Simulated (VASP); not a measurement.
The system is ZnSn2N2.

```
Zn Sn N
1.0
     3.16172   -3.34956    0.00000
     3.16172    3.34956    0.00000
     0.00000    0.00000    6.03527
Zn Sn N
1 2 2
Direct
  0.50000 0.50000 0.00000
  0.00000 0.00000 0.50000
  0.50000 0.50000 0.50000
  0.91671 0.08329 0.00000
  0.08329 0.91671 0.00000
```

The cell was generated, and may not be a known phase.

```yaml
Program: VASP 6.6.1
Task: relaxation of cell and atoms
Functional: PBE
Potentials_or_basis: VASP PAW PBE potentials, release 64 (Zn, Sn_d, N)
Cutoff: 600 eV
k_mesh: 4 × 4 × 4
Occupations: gaussian, width 0.1 eV
Spin: no spin polarisation
```

At the start: pressure 0.7 GPa; volume 25.57 Å³/atom.

**Question.** Where does the relaxation end?

**Answer.** Over 18 steps the energy falls by 34.7 meV/atom and the volume is 24.69 Å³/atom (-3.4 %); space group Cmmm (No. 65, to 0.1 Å) before and after.

The path:
```
step  energy change (eV)  largest force (eV/Å)  pressure (GPa)  volume (Å³)
   1              0.0000                2.1187            0.69       127.83
   2              1.4619                9.8607           -8.59       129.78
   3              0.0238                3.2516           -2.54       128.23
   4             -0.0220                0.9307           -1.10       128.01
   5             -0.0235                0.5125           -0.83       127.98
   6             -0.0236                0.3580           -0.75       127.97
   7             -0.0885                0.4560           -0.77       126.37
   8             -0.1581                0.8797            0.03       121.25
   9             -0.1674                0.7535           -0.43       122.98
  10              0.2743               12.0957            6.89       121.00
  11             -0.1705                0.0422            0.10       122.80
  12             -0.1705                0.0247            0.08       122.81
  13             -0.1723                0.0358            0.12       122.87
  14             -0.1730                0.0466            0.15       122.92
  15             -0.1730                0.0494            0.16       122.94
  16             -0.1703                0.7827           -0.41       123.43
  17             -0.1730                0.0576            0.07       123.00
  18             -0.1733                0.0202            0.04       123.44
```

Final structure:
```
CELL_PARAMETERS angstrom
3.18070 -3.47689 0.00000
3.18070 3.47689 0.00000
0.00000 0.00000 5.58097
ATOMIC_POSITIONS crystal
Zn 0.50000 0.50000 0.00000
Sn 0.00000 0.00000 0.50000
Sn 0.50000 0.50000 0.50000
N 0.91765 0.08235 0.00000
N 0.08235 0.91765 0.00000
```

Caveat: the standard files for N, O and F lose accuracy on very short bonds.
